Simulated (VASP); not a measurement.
# Sn24O47 (a cell with a defect) in VASP: single point with PBEsol

Aim: the single point of Sn24O47 (a cell with a defect) with PBEsol.

Program: VASP 6.6.1. These are calculated values, not measurements. Logs are shortened: lines on timing, memory, paths and dates and some standing lists are left out, and cuts for length are marked.

**1. The cell of the first run**

The cell holds a defect, 71 atoms: a = 9.538 Å, b = 9.538 Å, c = 9.636 Å, α = 90.00°, β = 90.00°, γ = 90.00°.

**2. Single point, PBEsol**

INCAR reads:

```
ALGO = Normal ; EDIFF = 1E-7
ENCUT = 520 ; GGA = PS
ISIF = 2 ; ISMEAR = -1
ISYM = 0 ; LASPH = T
LCHARG = T ; LELF = T
LREAL = Auto ; LVHAR = T
LWAVE = F ; NBANDS = 350
NCORE = 4 ; NELECT = 616.0
NELM = 60 ; PREC = Accurate
SIGMA = 0.05
```

KPOINTS reads:

```
Automatic mesh
0
Gamma
  1 1 1
  0.25 0.25 0.25
```

POSCAR reads:

```
Sn24O47
1.0
    9.5380920000      0.0000000000      0.0000000000
    0.0000000000      9.5380920000      0.0000000000
    0.0000000000      0.0000000000      9.6363030000
Sn O
24 47
Direct
    0.9944460000      0.0056090000      0.0001150000
    0.0043540000      0.9956580000      0.3314360000
    0.0043700000      0.9957100000      0.6687800000
    0.0003800000      0.4990430000      0.0000850000
    0.0005170000      0.5008180000      0.3339670000
    0.0005720000      0.5008870000      0.6662610000
    0.5009880000      0.9996460000      0.0001070000
    0.4991660000      0.9994450000      0.3339570000
    0.4991780000      0.9994830000      0.6662140000
    0.5021950000      0.4978810000      0.0001150000
    0.4866350000      0.5133520000      0.3188660000
    0.4867330000      0.5134170000      0.6813500000
    0.2505260000      0.2488620000      0.1663260000
    0.2496040000      0.2488650000      0.5001070000
    0.2505780000      0.2489020000      0.8338700000
    0.2458510000      0.7541670000      0.1645770000
    0.2502520000      0.7497780000      0.5000870000
    0.2458650000      0.7541760000      0.8356530000
    0.7480760000      0.2518980000      0.1678690000
    0.7667040000      0.2333310000      0.5001140000
    0.7481270000      0.2519660000      0.8322960000
    0.7511690000      0.7494950000      0.1663550000
    0.7511900000      0.7504250000      0.5001120000
    0.7511830000      0.7495480000      0.8338760000
    0.1516890000      0.1537170000      0.0000730000
    0.1546590000      0.1531270000      0.3330760000
    0.1546920000      0.1531290000      0.6671230000
    0.1491160000      0.6553970000      0.0001130000
    0.1595820000      0.6490290000      0.3335440000
    0.1595520000      0.6491530000      0.6666590000
    0.6515280000      0.1562030000      0.0000540000
    0.6471160000      0.1622030000      0.3393650000
    0.6470250000      0.1623270000      0.6608380000
    0.6535460000      0.6525020000      0.0000920000
    0.6532690000      0.6459640000      0.3360950000
    0.6533070000      0.6460500000      0.6641380000
    0.3475270000      0.3465830000      0.0001280000
    0.3539230000      0.3468490000      0.3360860000
    0.3540700000      0.3468120000      0.6641300000
    0.3445940000      0.8509790000      0.0001210000
    0.3508670000      0.8405680000      0.3335370000
    0.3509510000      0.8404690000      0.6666610000
    0.8438000000      0.3485580000      0.0001120000
    0.8376170000      0.3530600000      0.3393640000
    0.8377760000      0.3530400000      0.6608230000
    0.8462800000      0.8484130000      0.0001370000
    0.8468880000      0.8454110000      0.3331120000
    0.8468910000      0.8454550000      0.6671230000
    0.0960860000      0.4012680000      0.1684170000
    0.0954760000      0.4005880000      0.5001180000
    0.0962170000      0.4013350000      0.8317900000
    0.0949810000      0.9050440000      0.1641090000
    0.0992110000      0.9008220000      0.5001080000
    0.0949950000      0.9050570000      0.8360970000
    0.5944120000      0.4055770000      0.1693990000
    0.5944570000      0.4056220000      0.8308420000
    0.5986990000      0.9038340000      0.1684050000
    0.5994530000      0.9045390000      0.5000840000
    0.5987400000      0.9039410000      0.8317790000
    0.4042470000      0.0967940000      0.1676420000
    0.4002880000      0.0938160000      0.5000880000
    0.4041990000      0.0967000000      0.8325670000
    0.3981670000      0.6019580000      0.1565160000
    0.4125210000      0.5876190000      0.5001130000
    0.3981690000      0.6019550000      0.8436950000
    0.9009200000      0.0991600000      0.1710730000
    0.9118100000      0.0883580000      0.5000960000
    0.9009620000      0.0991920000      0.8291490000
    0.9033990000      0.5959070000      0.1676240000
    0.9063270000      0.5998170000      0.5001120000
    0.9033350000      0.5959040000      0.8325690000
```

Potentials or basis: VASP PAW PBE potentials, release 64 (Sn_d, O).

Run with:

```bash
$ cat potpaw_PBE.64/Sn_d/POTCAR potpaw_PBE.64/O/POTCAR > POTCAR
$ mpirun -np 4 vasp_std > vasp.out
```

OUTCAR:

```text
EDIFF = 1E-7
   ENCUT = 520
   GGA = PS
   ISIF = 2
   ISMEAR = -1
   ISYM = 0
   LASPH = T
   LREAL = Auto
   NELECT = 616.0
   NELM = 60
   PREC = Accurate

 ion  position               nearest neighbor table
   1  0.994  0.006  0.000-  25 2.06  46 2.06  66 2.08  68 2.08  52 2.08  54 2.08   2 3.20   3 3.20
                            19 3.70  21 3.70  13 3.73  24 3.73  22 3.73  15 3.73  16 3.74  18 3.74
   2  0.004  0.996  0.331-  52 2.02  67 2.05  53 2.07  47 2.08  26 2.08  66 2.08   1 3.20   3 3.25
                            20 3.59  16 3.63  17 3.69  22 3.72  13 3.73  23 3.73  14 3.73
   3  0.004  0.996  0.669-  54 2.02  67 2.05  53 2.07  48 2.08  27 2.08  68 2.08   1 3.20   2 3.25
                            20 3.59  18 3.63  17 3.69  24 3.72  15 3.73  14 3.73  23 3.73
   4  0.000  0.499  0.000-  28 2.06  43 2.07  69 2.08  71 2.08  51 2.08  49 2.08   6 3.22   5 3.22
                            18 3.73  16 3.73  24 3.73  22 3.73  15 3.74  13 3.74  21 3.74  19 3.74
   5  0.001  0.501  0.334-  69 2.06  70 2.06  49 2.07  50 2.07  29 2.07  44 2.10   6 3.20   4 3.22
                            17 3.72  23 3.73  22 3.73  16 3.74  14 3.74  19 3.74  20 3.75  13 3.75
   6  0.001  0.501  0.666-  71 2.06  70 2.06  51 2.07  50 2.07  30 2.07  45 2.10   5 3.20   4 3.22
                            17 3.72  23 3.73  24 3.73  18 3.74  14 3.74  21 3.74  20 3.75  15 3.75
   7  0.501  1.000  0.000-  40 2.06  31 2.07  62 2.08  60 2.08  59 2.08  57 2.08   8 3.22   9 3.22
                            18 3.73  16 3.73  13 3.73  15 3.73  24 3.74  22 3.74  19 3.74  21 3.74
   8  0.499  0.999  0.334-  60 2.06  61 2.06  57 2.07  58 2.07  41 2.07  32 2.10   9 3.20   7 3.22
                            17 3.72  14 3.73  13 3.73  16 3.74  23 3.74  19 3.74  20 3.75  22 3.75
   9  0.499  0.999  0.666-  62 2.06  61 2.06  59 2.07  58 2.07  42 2.07  33 2.10   8 3.20   7 3.22
[... 7 lines left out ...]
  13  0.251  0.249  0.166-  26 2.06  60 2.06  25 2.07  49 2.07  37 2.07  38 2.13  15 3.20  14 3.22
                            11 3.69   2 3.73   8 3.73   1 3.73   7 3.73   4 3.74  10 3.74   5 3.75
  14  0.250  0.249  0.500-  27 2.06  26 2.06  61 2.06  50 2.06  38 2.09  39 2.09  15 3.22  13 3.22
                             9 3.73   8 3.73   3 3.73   2 3.73   5 3.74   6 3.74
  15  0.251  0.249  0.834-  27 2.06  62 2.06  25 2.07  51 2.07  37 2.07  39 2.13  13 3.20  14 3.22
                            12 3.69   3 3.73   9 3.73   1 3.73   7 3.73   4 3.74  10 3.74   6 3.75
  16  0.246  0.754  0.165-  52 2.04  63 2.06  28 2.06  40 2.06  41 2.08  29 2.08  18 3.17  17 3.23
                            11 3.57   2 3.63   4 3.73   7 3.73   8 3.74   5 3.74   1 3.74
  17  0.250  0.750  0.500-  53 2.04  30 2.06  41 2.06  29 2.06  42 2.06  64 2.19  16 3.23  18 3.23
                            11 3.64  12 3.64   2 3.69   3 3.69   8 3.72   6 3.72   9 3.72   5 3.72
  18  0.246  0.754  0.836-  54 2.04  65 2.06  28 2.06  40 2.06  30 2.08  42 2.08  16 3.17  17 3.23
                            12 3.57   3 3.63   7 3.73   4 3.73   6 3.74   9 3.74   1 3.74
  19  0.748  0.252  0.168-  66 2.06  31 2.07  43 2.07  55 2.07  32 2.10  44 2.10  20 3.21  21 3.23
                            10 3.69   1 3.70   7 3.74   4 3.74   8 3.74   5 3.74
  20  0.767  0.233  0.500-  67 1.96  33 2.04  32 2.04  44 2.04  45 2.04  21 3.21  19 3.21   3 3.59
                             2 3.59   5 3.75   9 3.75   6 3.75   8 3.75
  21  0.748  0.252  0.832-  68 2.06  56 2.07  31 2.07  43 2.07  33 2.10  45 2.10  20 3.21  19 3.23
                            10 3.69   1 3.70   4 3.74   7 3.74   6 3.74   9 3.74
  22  0.751  0.749  0.166-  47 2.06  69 2.06  46 2.07  57 2.07  34 2.07  35 2.13  24 3.20  23 3.22
                            11 3.69   2 3.72   5 3.73   1 3.73   4 3.73   7 3.74  10 3.74   8 3.75
[... 294 lines left out ...]
   IVDW    =     0    specifies the selected vdW correction
   LEPSILON=     F    determine dielectric tensor
   LRPA    =     F    only Hartree local field effects (RPA)
 non-spin polarized calculation
  energy-cutoff  :      520.00
  volume of cell :      876.66
 maximum number of plane-waves:     23594
 NGX is ok and might be reduce to    70
   NGX = 35   NGY = 35   NGZ = 35

 number of electron     616.0000123 magnetization

 Free energy of the ion-electron system (eV)
  ---------------------------------------------------
  ext. energy  EPLUGINS =         0.00000000
  ---------------------------------------------------
  free energy    TOTEN  =      -481.08787243 eV

  energy without entropy =     -481.08787238  energy(sigma->0) =     -481.08787240

 E-fermi :   6.4322     XC(G=0): -11.3268

 val. band max:        5.5328391709   @ k =  -0.2500   0.2500   0.2500
 cond. band min:       7.3242873587   @ k =   0.2500  -0.2500   0.2500
 fundamental gap:      1.7914481878
 Fermi energy:         6.4322310262

 k-point     1 :       0.2500    0.2500    0.2500
  band No.  band energies     occupation
      1     -15.5239      2.00000
      2     -15.4146      2.00000
      3     -15.3806      2.00000
      4     -15.3515      2.00000
      5     -15.2330      2.00000
      6     -15.2044      2.00000
[... 1281 lines left out ...]
    319      10.5129      0.00000
    320      10.5834      0.00000
 [bands above 320 left out]

------------------------ aborting loop because EDIFF is reached ----------------------------------------

  FORCE on cell =-STRESS in cart. coord.  units (eV):
  Direction    XX          YY          ZZ          XY          YZ          ZX
  --------------------------------------------------------------------------------------
  -------------------------------------------------------------------------------------
  Total      -21.4447249    -21.4578353    -13.4793672     -7.0020913     -0.0035833     -0.0052754
  in kB      -39.1920156    -39.2159760    -24.6346630    -12.7969033     -0.0065487     -0.0096412
  external PRESSURE =     -34.3475515 kB  Pullay stress =       0.0000000 kB

 VOLUME and BASIS-vectors are now :
 -----------------------------------------------------------------------------
  energy-cutoff  :      520.00
  volume of cell :      876.66
      direct lattice vectors                 reciprocal lattice vectors
     9.538092000  0.000000000  0.000000000     0.104842771  0.000000000  0.000000000
     0.000000000  9.538092000  0.000000000     0.000000000  0.104842771  0.000000000
     0.000000000  0.000000000  9.636303000     0.000000000  0.000000000  0.103774238

 POSITION                                       TOTAL-FORCE (eV/Angst)
 -----------------------------------------------------------------------------------
      9.48512      0.05350      0.00111        -0.002237      0.002436     -0.004084
      0.04153      9.49668      3.19382        -0.000810      0.005877      0.025104
      0.04168      9.49717      6.44457        -0.000195     -0.002297     -0.021426
      0.00362      4.75992      0.00082         0.005588      0.002775      0.003054
      0.00493      4.77685      3.21821        -0.000789     -0.006403     -0.002397
      0.00546      4.77751      6.42029        -0.002040     -0.007108     -0.001648
[... 63 lines left out ...]
      8.64463      5.72111      4.81923        -0.016643      0.018825     -0.001410
      8.61609      5.68379      8.02289        -0.011699      0.005148      0.007516
 -----------------------------------------------------------------------------------
    total drift:                               -0.044344      0.036087     -0.003070

  FREE ENERGIE OF THE ION-ELECTRON SYSTEM (eV)
  ---------------------------------------------------
  free  energy   TOTEN  =      -481.0878724309 eV

  energy  without entropy=     -481.0878723763  energy(sigma->0) =     -481.08787240
```

Run time: 12 min. Hardware: 4 MPI ranks of AMD EPYC 7R13 (Zen 3), shared host; peak memory 0.4 GiB.

Results:

```
Free energy   : -481.0879 eV
Largest force : 0.059 eV/Å
```

Forces on the atoms (eV/Å):
```
Sn  -0.002  0.002 -0.004
Sn  -0.001  0.006  0.025
Sn   0.000 -0.002 -0.021
Sn   0.006  0.003  0.003
Sn  -0.001 -0.006 -0.002
Sn  -0.002 -0.007 -0.002
Sn   0.000 -0.002 -0.003
Sn   0.011  0.011 -0.002
Sn   0.008  0.004  0.005
Sn  -0.016  0.016 -0.001
Sn   0.016 -0.011  0.056
Sn   0.006 -0.018 -0.056
Sn   0.000  0.007  0.006
Sn   0.009  0.011  0.000
Sn   0.004  0.001 -0.003
Sn   0.002 -0.002 -0.004
Sn   0.007 -0.004  0.002
Sn   0.006 -0.004  0.001
Sn  -0.009  0.011  0.011
Sn  -0.003  0.004 -0.006
Sn  -0.013  0.010 -0.006
Sn  -0.004 -0.005  0.006
Sn  -0.007 -0.008 -0.002
Sn  -0.004 -0.002 -0.001
O   -0.009 -0.008  0.002
O   -0.016 -0.013  0.004
O   -0.015 -0.010 -0.003
O   -0.003 -0.007 -0.001
O   -0.008 -0.009 -0.002
O   -0.011 -0.017  0.004
O   -0.013 -0.014  0.003
O   -0.022 -0.004 -0.012
O   -0.015 -0.003  0.010
O   -0.004 -0.005  0.000
O    0.013  0.003  0.007
O    0.011 -0.001 -0.008
O    0.004  0.001 -0.003
O    0.003 -0.012  0.008
O   -0.001 -0.012 -0.010
O    0.007  0.001  0.000
O    0.012  0.005 -0.002
O    0.013  0.012  0.001
O    0.014  0.011 -0.001
O    0.007  0.018 -0.010
O    0.000  0.014  0.013
O    0.011  0.012 -0.002
O    0.010  0.013  0.000
O    0.011  0.013 -0.004
O    0.007 -0.012 -0.010
O    0.009 -0.010 -0.001
O   -0.001 -0.007  0.009
O    0.016 -0.016 -0.008
O    0.018 -0.019 -0.001
O    0.015 -0.016  0.010
O    0.030 -0.031  0.004
O    0.031 -0.031 -0.008
O    0.010 -0.003 -0.007
O    0.008 -0.010  0.001
O    0.013 -0.009  0.008
O   -0.007  0.011 -0.008
O   -0.015  0.013 -0.001
O   -0.010  0.018  0.006
O   -0.016  0.018 -0.028
O   -0.027  0.026  0.000
O   -0.014  0.016  0.031
O   -0.008  0.008  0.010
O   -0.010  0.009  0.003
O   -0.012  0.009 -0.012
O   -0.018  0.009 -0.006
O   -0.017  0.019 -0.001
O   -0.012  0.005  0.008
```

Caveat: the cell carries a net charge on a neutralising background, which shifts energy and pressure; the cell is charged against a uniform background, so pressure and absolute levels hang on convention; the PAW data sets were made with another functional, which shifts forces and pressure a little; spin-orbit coupling is left out, which moves the levels of the heavy elements.
